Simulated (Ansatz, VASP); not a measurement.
**One calculation of Zn, two programs**

File INCAR:

```
SYSTEM = Zn
PREC = Accurate
ENCUT = 520
EDIFF = 1E-7
ISMEAR = 0
SIGMA = 0.15
LREAL = .False.
LASPH = .True.
NELM = 80
ALGO = Fast
ISIF = 2
LWAVE = .False.
LCHARG = .False.
GGA = PE
NBANDS = 19
```

Contents of KPOINTS:

```
regular mesh
0
Gamma
  24 24 10
  0 0 0
```

The input POSCAR:

```
Zn
1.0
    2.6647980532      0.0000000000      0.0000000000
   -1.3323990266      2.3077828100      0.0000000000
    0.0000000000      0.0000000000      4.9467000000
Zn
2
Direct
    0.2366149247      0.6233350327      0.2500000000
    0.6666666667      0.3333333333      0.7500000000
```

Input for Ansatz:

```yaml
crystal:
  lattice:
    - [2.6647980532, 0.0, 0.0]
    - [-1.3323990266, 2.30778281, 0.0]
    - [0.0, 0.0, 4.9467]
  atoms:
    - { symbol: Zn, position: [0.2366149247, 0.6233350327, 0.25] }
    - { symbol: Zn, position: [0.6666666667, 0.3333333333, 0.75] }
basis:
  ecutwfc: 420
kpoints:
  mp_grid: { grid: [24, 24, 10] }
hamiltonian:
  xc: pbe
scf:
  occupations: { method: gaussian, width: 0.15 }
output:
  forces: true
  stress: true
  eigenvalues: true
  write_density: true
  write_potential: true
  elf: true
  volumetric_format: npy
```

Alike in both runs: task single point; functional PBE; k mesh 24 × 24 × 10; occupations gaussian, width 0.15 eV; no spin polarisation.

```csv
,VASP,Ansatz
version,VASP 6.6.1,Ansatz 0.2.0
potentials or method,"VASP PAW PBE potentials, release 64 (Zn), cutoff 520 eV","scalar-relativistic, plane waves, PAW"
valence electrons in the cell,24,24
```

```tsv
	VASP	Ansatz	Ansatz less VASP
gap on the k mesh at the Fermi level (eV)	none	none	-
pressure (GPa)	0.3	0.0	-0.33
traceless stress, the component that is largest in VASP (GPa)	1.51	1.64	+0.130
rms of the force components (eV/Å)	0.082	0.081	-0.0011
```

Atom by atom the forces differ by 0.001 eV/Å (rms over components). A gap of «none» marks a metal or a gap that the smearing closes.
